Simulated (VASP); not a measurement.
# CdS: single point with r2SCAN

CdS:

```
CELL_PARAMETERS angstrom
4.16326 0.00000 0.00000
-2.08163 3.60548 0.00000
0.00000 0.00000 6.76539
ATOMIC_POSITIONS crystal
Cd 0.66667 0.33333 0.50010
Cd 0.33333 0.66667 0.00010
S 0.66667 0.33333 0.87690
S 0.33333 0.66667 0.37690
```

```
Program             : VASP 6.6.1
Task                : single point
Functional          : r2SCAN
Potentials or basis : VASP PAW PBE potentials, release 64 (Cd, S)
Cutoff              : 520 eV
k mesh              : 6 × 6 × 4
Occupations         : gaussian, width 0.02 eV
Spin                : no spin polarisation
```

* Pressure: 0.3 GPa
* Band gap on the k mesh: 1.63 eV, direct

Forces in eV/Å, atoms in the order of the input:
```
Cd   0.000  0.000 -0.003
Cd   0.000  0.000 -0.003
S    0.000  0.000  0.003
S    0.000  0.000  0.003
```

Levels at points of the mesh, in eV from the valence-band top:
| k point | band 15 | band 16 | band 17 | band 18 | band 19 | band 20 | band 21 | band 22 |
| --- | --- | --- | --- | --- | --- | --- | --- | --- |
| (0.00, 0.00, 0.00) | -0.74 | -0.04 | 0.00 | 0.00 | 1.63 | 3.22 | 6.99 | 6.99 |
| (0.50, 0.00, 0.00) | -2.60 | -1.85 | -1.27 | -0.74 | 4.15 | 4.25 | 5.42 | 6.84 |
| (0.00, 0.00, 0.50) | -0.38 | -0.38 | -0.38 | -0.38 | 3.27 | 3.27 | 6.62 | 6.62 |
| (0.50, 0.00, 0.50) | -1.33 | -1.33 | -1.30 | -1.30 | 3.87 | 3.87 | 5.79 | 5.79 |

It took 5.1 min on 1 thread of AMD EPYC 7R43 64-Core Processor (Zen 3) (shared host), peak memory 0.21 GiB.

Caveat: the PAW data sets were made with another functional, which shifts forces and pressure a little. r2SCAN opens gaps a little over a GGA but as a rule still falls short of measured ones.
